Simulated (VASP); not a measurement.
A run of VASP 6.6.1:

The input INCAR:

```
  ALGO = Normal
  EDIFF = 1E-6
  ENCUT = 400
  GGA = PE
  GGA_COMPAT = F
  ISIF = 2
  ISMEAR = -1
  IVDW = 12
  LASPH = T
  LCHARG = F
  LREAL = F
  LWAVE = F
  NBANDS = 72
  NELM = 120
  PREC = Accurate
  SIGMA = 0.1
```

The input KPOINTS:

```
k-points
0
Gamma
  2 3 3
```

File POSCAR:

```
Ta
1.0
   -4.9538400000      4.9538400000      4.9538400000
    3.3025600000     -3.3025600000      3.3025600000
    3.3025600000      3.3025600000     -3.3025600000
Ta
11
Direct
    0.0000000000      0.0000000000      0.5000000000
    0.0000000000      0.5000000000      0.0000000000
    0.0000000000      0.5000000000      0.5000000000
    0.3333333333      0.0000000000      0.0000000000
    0.3333333333      0.0000000000      0.5000000000
    0.3333333333      0.5000000000      0.0000000000
    0.3333333333      0.5000000000      0.5000000000
    0.6666666667      0.0000000000      0.0000000000
    0.6666666667      0.0000000000      0.5000000000
    0.6666666667      0.5000000000      0.0000000000
    0.6666666667      0.5000000000      0.5000000000
```

Potentials or basis: VASP PAW PBE potentials, release 64 (Ta_pv).

Run with:

```console
$ cat potpaw_PBE.64/Ta_pv/POTCAR > POTCAR
$ mpirun -np 1 vasp_std > vasp.out
```

Hardware: 1 thread of Intel(R) Xeon(R) Platinum 8259CL CPU @ 2.50GHz (Skylake/Cascade Lake), with other jobs on the host.

Problem. Estimate the wall time of this run.

Solution. Wall time 2.8 min on 1 thread of Intel(R) Xeon(R) Platinum 8259CL CPU @ 2.50GHz (Skylake/Cascade Lake), with other jobs on the host, peak memory 0.29 GiB. Counts: scf iterations 17, k points 8.
